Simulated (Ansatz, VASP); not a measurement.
## Sr2O in VASP and in Ansatz

```
Sr O
1.0
     4.91527    0.00000    0.00000
    -2.45763    4.25675    0.00000
     0.00000    0.00000    4.02293
Sr O
2 1
Direct
  0.33333 0.66667 0.00000
  0.66667 0.33333 0.00000
  0.00000 0.00000 0.00000
```

Alike in both runs: task relaxation of cell and atoms; functional PBE; k mesh 12 × 12 × 12; occupations gaussian, width 0.1 eV; no spin polarisation.

|  | VASP | Ansatz |
| --- | --- | --- |
| version | VASP 6.6.1 | Ansatz 0.2.0 |
| potentials or method | VASP PAW PBE potentials, release 64 (Sr_sv, O), cutoff 600 eV | scalar-relativistic, plane waves, PAW |
| valence electrons in the cell | 26 | 26 |

|  | VASP | Ansatz | Ansatz less VASP |
| --- | --- | --- | --- |
| gap on the k mesh at the Fermi level, each at its own relaxed structure (eV) | none | none | - |
| relaxed volume (Å³/atom) | 27.67 | 27.56 | -0.114 |
| relaxed cell length with the largest relative difference (Å) | 4.923 | 4.908 | -0.0145 |

A gap of «none» marks a metal or a gap that the smearing closes.
